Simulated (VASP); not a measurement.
# Rh (Fm-3m) in VASP: further runs

Runs on Rh. Level: LDA. Tasks: single point.

Program: VASP 6.6.1. These are calculated values, not measurements. Logs are shortened: lines on timing, memory, paths and dates and some standing lists are left out, and cuts for length are marked.

### 1 The cell of the first run

It takes space group Fm-3m (No. 225, cubic). Conventional cell: a = 3.718 Å, b = 3.718 Å, c = 3.718 Å, α = 90.00°, β = 90.00°, γ = 90.00°. Within 3.5 Å of Rh (site symmetry m-3m) lie 12 Rh at 2.63 Å.

### 2 Single point, LDA (volume scaled by 0.94)

File INCAR:

```
ALGO = Normal
EDIFF = 1E-6
ENCUT = 520
ISIF = 2
ISMEAR = -1
LASPH = True
LCHARG = False
LREAL = False
LWAVE = False
NBANDS = 14
NELM = 100
PREC = Accurate
SIGMA = 0.05
```

File KPOINTS:

```
k-points
0
Gamma
  12 12 12
```

File POSCAR:

```
Rh
1.0
    0.0000000000      1.8591074964      1.8591074964
    1.8591074964      0.0000000000      1.8591074964
    1.8591074964      1.8591074964      0.0000000000
Rh
1
Direct
    0.0000000000      0.0000000000      0.0000000000
```

Potentials or basis: VASP PAW LDA potentials, release 64 (Rh_pv).

The run is started by

```console
$ cat potpaw_LDA.64/Rh_pv/POTCAR > POTCAR
$ mpirun -np 1 vasp_std > vasp.out
```

OUTCAR:

```text
EDIFF = 1E-6
   ENCUT = 520
   ISIF = 2
   ISMEAR = -1
   LASPH = True
   LREAL = False
   NELM = 100
   PREC = Accurate

 ion  position               nearest neighbor table
   1  0.000  0.000  0.000-

  LATTYP: Found a face centered cubic cell.
 ALAT       =     3.7182149928

  Lattice vectors:

 A1 = (   0.0000000000,   1.8591074964,   1.8591074964)
 A2 = (   1.8591074964,   0.0000000000,   1.8591074964)
 A3 = (   1.8591074964,   1.8591074964,   0.0000000000)

Analysis of symmetry for initial positions (statically):
[... 33 lines left out ...]
                                     Primitive cell

  volume of cell :      12.8512

  direct lattice vectors                    reciprocal lattice vectors
     0.000000000  1.859107496  1.859107496    -0.268946256  0.268946256  0.268946256
     1.859107496  0.000000000  1.859107496     0.268946256 -0.268946256  0.268946256
     1.859107496  1.859107496  0.000000000     0.268946256  0.268946256 -0.268946256

  length of vectors
     2.629175035  2.629175035  2.629175035     0.465828579  0.465828579  0.465828579

  position of ions in fractional coordinates (direct lattice)
     0.000000000  0.000000000  0.000000000

  ion indices of the primitive-cell ions
   primitive index   ion index
                 1           1

----------------------------------------------------------------------------------------

 KPOINTS: k-points

Automatic generation of k-mesh.
 Grid dimensions read from file:
 generate k-points for:   12   12   12

 Generating k-lattice:

  Cartesian coordinates                     Fractional coordinates (reciprocal lattice)
    -0.022412188  0.022412188  0.022412188     0.083333333  0.000000000  0.000000000
     0.022412188 -0.022412188  0.022412188     0.000000000  0.083333333  0.000000000
     0.022412188  0.022412188 -0.022412188     0.000000000  0.000000000  0.083333333

  Length of vectors
     0.038819048  0.038819048  0.038819048

  Shift w.r.t. Gamma in fractional coordinates (k-lattice)
     0.000000000  0.000000000  0.000000000

 Subroutine IBZKPT returns following result:
 ===========================================

 Found     72 irreducible k-points:

 Following reciprocal coordinates:
            Coordinates               Weight
  0.000000  0.000000  0.000000      1.000000
  0.083333  0.000000  0.000000      8.000000
  0.166667  0.000000  0.000000      8.000000
  0.250000  0.000000  0.000000      8.000000
  0.333333  0.000000  0.000000      8.000000
  0.416667  0.000000  0.000000      8.000000
[... 16 lines left out ...]
  0.500000  0.166667  0.000000     24.000000
 -0.416667  0.166667  0.000000     24.000000
 [... further k-points ...]
   k-points           NKPTS =     72   k-points in BZ     NKDIM =     72   number of bands    NBANDS=     14
   number of dos      NEDOS =    301   number of ions     NIONS =      1
   total plane-waves  NPLWV =   8000
   dimension x,y,z NGX =    20 NGY =   20 NGZ =   20
   dimension x,y,z NGXF=    40 NGYF=   40 NGZF=   40
   ions per type =               1
   NGX,Y,Z   is equivalent  to a cutoff of  12.65, 12.65, 12.65 a.u.
   NGXF,Y,Z  is equivalent  to a cutoff of  25.29, 25.29, 25.29 a.u.
 SYSTEM =  unknown system
   PREC   = accura    normal or accurate (medium, high low for compatibility)
   ISTART =      0    job   : 0-new  1-cont  2-samecut
   ICHARG =      2    charge: 1-file 2-atom 10-const
   ISPIN  =      1    spin polarized calculation?
   LNONCOLLINEAR =      F non collinear calculations
   LSORBIT =      F    spin-orbit coupling
   LASPH  =      T    aspherical Exc in radial PAW
   ENCUT  =  520.0 eV  38.22 Ry    6.18 a.u.   4.89  4.89  4.89*2*pi/ulx,y,z
   NELM   =    100;   NELMIN=  2; NELMDL= -5     # of ELM steps
   EDIFF  = 0.1E-05   stopping-criterion for ELM
   LREAL  =      F    real-space projection
   EDIFFG = 0.1E-04   stopping-criterion for IOM
   NSW    =      0    number of steps for IOM
   IBRION =     -1    ionic relax: 0-MD 1-quasi-New 2-CG
   NFREE  =      0    steps in history (QN), initial steepest desc. (CG)
   ISIF   =      2    stress and relaxation
   ISYM   =      2    0-nonsym 1-usesym 2-fastsym
   POTIM  = 0.5000    time-step for ionic-motion
   TEBEG  =    0.0;   TEEND  =   0.0 temperature during run
   PSTRESS=    0.0 pullay stress
   NELECT =      15.0000    total number of electrons
   NUPDOWN=      -1.0000    fix difference up-down
   EMIN   =  10.00;   EMAX   =-10.00  energy-range for DOS
   EFERMI =   0.00;   METHOD = LEGACY
   ISMEAR =    -1;   SIGMA  =   0.05  broadening in eV -4-tet -1-fermi 0-gaus
   EFERMI_NEDOS =   21; number of points for ismear=-14 and -15
   IALGO  =     38    algorithm
   IMIX   =      4    mixing-type and parameters
     AMIX     =   0.40;   BMIX     =  1.00
     AMIX_MAG =   1.60;   BMIX_MAG =  1.00
  volume/ion in A,a.u.               =      12.85        86.72
  Fermi-wavevector in a.u.,A,eV,Ry     =   1.723683  3.257289 40.424043  2.971083
  Thomas-Fermi vector in A             =   2.799514
   LORBIT       =      0    0 simple, 1 ext, 2 COOP (PROOUT), +10 PAW based schemes
   GGA     = CA    functional components
   LHFCALC =     F    Hartree Fock is set to
   AEXX    =    0.0000 exact exchange contribution
   IVDW    =     0    specifies the selected vdW correction
   LEPSILON=     F    determine dielectric tensor
   LRPA    =     F    only Hartree local field effects (RPA)
 non-spin polarized calculation
  energy-cutoff  :      520.00
  volume of cell :       12.85
 maximum number of plane-waves:       360
   NGX =  9   NGY =  9   NGZ =  9

 number of electron      14.9999994 magnetization

 Free energy of the ion-electron system (eV)
  ---------------------------------------------------
  ext. energy  EPLUGINS =         0.00000000
  ---------------------------------------------------
  free energy    TOTEN  =        -8.67897963 eV

  energy without entropy =       -8.67172899  energy(sigma->0) =       -8.67535431

 E-fermi :  13.0250     XC(G=0): -14.7881

 val. band max:       12.9248905601   @ k =   0.3333   0.0833   0.0000
 cond. band min:      13.0612443779   @ k =   0.5000   0.4167   0.0000
 fundamental gap:      0.1363538177
 Fermi energy:        13.0250058628

 k-point     1 :       0.0000    0.0000    0.0000
  band No.  band energies     occupation
      1     -33.2957      2.00000
      2     -33.2957      2.00000
      3     -33.2957      2.00000
      4       4.4725      2.00000
      5       9.5437      2.00000
      6       9.5437      2.00000
      7       9.5437      2.00000
      8      11.9029      2.00000
      9      11.9029      2.00000
     10      28.8762      0.00000
     11      33.1279      0.00000
     12      34.6732      0.00000
     13      34.6732      0.00000
     14      34.6732      0.00000

 k-point     2 :       0.0833    0.0000    0.0000
  band No.  band energies     occupation
      1     -33.3612      2.00000
      2     -33.3043      2.00000
      3     -33.3043      2.00000
      4       4.7687      2.00000
      5       9.4103      2.00000
      6       9.6609      2.00000
      7       9.6609      2.00000
      8      11.8365      2.00000
      9      11.8365      2.00000
     10      29.3298      0.00000
     11      33.1204      0.00000
     12      33.3039      0.00000
     13      35.1314      0.00000
     14      35.1314      0.00000

 k-point     3 :       0.1667    0.0000    0.0000
  band No.  band energies     occupation
      1     -33.5382      2.00000
      2     -33.3280      2.00000
      3     -33.3280      2.00000
      4       5.5451      2.00000
      5       9.1802      2.00000
      6       9.8992      2.00000
      7       9.8992      2.00000
      8      11.7758      2.00000
      9      11.7758      2.00000
     10      30.3643      0.00000
     11      30.9233      0.00000
     12      33.1293      0.00000
     13      36.4137      0.00000
     14      36.4137      0.00000

 k-point     4 :       0.2500    0.0000    0.0000
  band No.  band energies     occupation
      1     -33.7753      2.00000
      2     -33.3601      2.00000
      3     -33.3601      2.00000
      4       6.3120      2.00000
      5       9.4401      2.00000
      6       9.9470      2.00000
      7       9.9470      2.00000
      8      12.0678      2.00000
      9      12.0678      2.00000
     10      28.5151      0.00000
     11      30.8046      0.00000
     12      33.1288      0.00000
     13      38.1697      0.00000
     14      38.1697      0.00000

 k-point     5 :       0.3333    0.0000    0.0000
  band No.  band energies     occupation
      1     -34.0074      2.00000
      2     -33.3920      2.00000
      3     -33.3920      2.00000
      4       6.4610      2.00000
      5       9.7503      2.00000
      6       9.7503      2.00000
      7      10.7967      2.00000
      8      12.7322      1.99429
      9      12.7322      1.99429
     10      26.0014      0.00000
     11      29.8329      0.00000
     12      33.1294      0.00000
     13      37.3183      0.00000
     14      37.3183      0.00000

 k-point     6 :       0.4167    0.0000    0.0000
  band No.  band energies     occupation
      1     -34.1742      2.00000
      2     -33.4153      2.00000
      3     -33.4153      2.00000
      4       6.3171      2.00000
      5       9.5429      2.00000
      6       9.5429      2.00000
      7      12.6444      1.99901
      8      13.3805      0.00163
      9      13.3805      0.00163
     10      23.5303      0.00000
     11      28.7934      0.00000
     12      33.1293      0.00000
     13      35.4484      0.00000
     14      35.4484      0.00000

 k-point     7 :       0.5000    0.0000    0.0000
  band No.  band energies     occupation
      1     -34.2347      2.00000
      2     -33.4238      2.00000
      3     -33.4238      2.00000
      4       6.2410      2.00000
      5       9.4616      2.00000
      6       9.4616      2.00000
      7      13.6347      0.00001
      8      13.6486      0.00001
      9      13.6486      0.00001
     10      22.3123      0.00000
     11      28.4228      0.00000
     12      33.1296      0.00000
     13      34.7560      0.00000
     14      34.7560      0.00000
[... 205 lines left out ...]
 k-point    20 :       0.2500    0.1667    0.0000
  band No.  band energies     occupation
      1     -33.6825      2.00000
      2     -33.4224      2.00000
      3     -33.4165      2.00000
      4       6.6167      2.00000
      5       8.2432      2.00000
      6      10.2327      2.00000
      7      10.7073      2.00000
      8      11.4159      2.00000
      9      12.5559      1.99983
     10      30.8984      0.00000
     11      32.0753      0.00000
     12      33.1278      0.00000
     13      34.0298      0.00000
     14      34.6847      0.00000

 k-point    21 :       0.3333    0.1667    0.0000
  band No.  band energies     occupation
      1     -33.8740      2.00000
      2     -33.4604      2.00000
      3     -33.4571      2.00000
      4       7.0826      2.00000
      5       8.3953      2.00000
      6       9.7499      2.00000
      7      10.7255      2.00000
      8      12.8185      1.96836
      9      13.0669      0.60395
     10      28.3361      0.00000
     11      31.5753      0.00000
     12      33.1275      0.00000
     13      33.4713      0.00000
     14      35.2039      0.00000

 k-point    22 :       0.4167    0.1667    0.0000
  band No.  band energies     occupation
      1     -34.0411      2.00000
      2     -33.5143      2.00000
      3     -33.4774      2.00000
      4       7.0259      2.00000
      5       8.8757      2.00000
      6       9.7370      2.00000
      7      10.5228      2.00000
      8      13.5850      0.00003
      9      14.7305      0.00000
     10      25.3535      0.00000
     11      30.4120      0.00000
     12      32.9417      0.00000
     13      33.1271      0.00000
     14      34.8068      0.00000

 k-point    23 :       0.5000    0.1667    0.0000
  band No.  band energies     occupation
      1     -34.1401      2.00000
      2     -33.5644      2.00000
      3     -33.4779      2.00000
      4       6.9630      2.00000
      5       8.7956      2.00000
      6      10.3107      2.00000
      7      10.4359      2.00000
      8      13.7132      0.00000
      9      16.7658      0.00000
     10      22.7334      0.00000
     11      29.6464      0.00000
     12      33.0549      0.00000
     13      33.1177      0.00000
     14      33.4381      0.00000

 k-point    24 :      -0.4167    0.1667    0.0000
  band No.  band energies     occupation
      1     -34.1483      2.00000
      2     -33.5955      2.00000
      3     -33.4585      2.00000
      4       7.0394      2.00000
      5       8.8084      2.00000
      6      10.2094      2.00000
      7      10.7038      2.00000
      8      13.2892      0.01009
      9      17.3725      0.00000
     10      22.3439      0.00000
     11      29.3764      0.00000
     12      32.3609      0.00000
     13      33.1335      0.00000
     14      34.2254      0.00000

 [... further k-points ...]
[... 5 lines left out ...]
  --------------------------------------------------------------------------------------
  -------------------------------------------------------------------------------------
  Total        0.8496621      0.8496621      0.8496621     -0.0000000     -0.0000000      0.0000000
  in kB      105.9286269    105.9286269    105.9286269     -0.0000000     -0.0000000      0.0000000
  external PRESSURE =     105.9286269 kB  Pullay stress =       0.0000000 kB

 VOLUME and BASIS-vectors are now :
 -----------------------------------------------------------------------------
  energy-cutoff  :      520.00
  volume of cell :       12.85
      direct lattice vectors                 reciprocal lattice vectors
     0.000000000  1.859107496  1.859107496    -0.268946256  0.268946256  0.268946256
     1.859107496  0.000000000  1.859107496     0.268946256 -0.268946256  0.268946256
     1.859107496  1.859107496  0.000000000     0.268946256  0.268946256 -0.268946256

 POSITION                                       TOTAL-FORCE (eV/Angst)
 -----------------------------------------------------------------------------------
      0.00000      0.00000      0.00000         0.000000     -0.000000      0.000000
 -----------------------------------------------------------------------------------
    total drift:                                0.000000      0.000000      0.000000

  FREE ENERGIE OF THE ION-ELECTRON SYSTEM (eV)
  ---------------------------------------------------
  free  energy   TOTEN  =        -8.6789796313 eV

  energy  without entropy=       -8.6717289913  energy(sigma->0) =       -8.67535431
```

Run time: 16 s. Hardware: 1 thread of Intel Xeon 8259CL, shared host; peak memory 0.13 GiB.

Results:

- Free energy: -8.6790 eV
- Pressure: 10.6 GPa

(Part 1 of 3 ends here.)
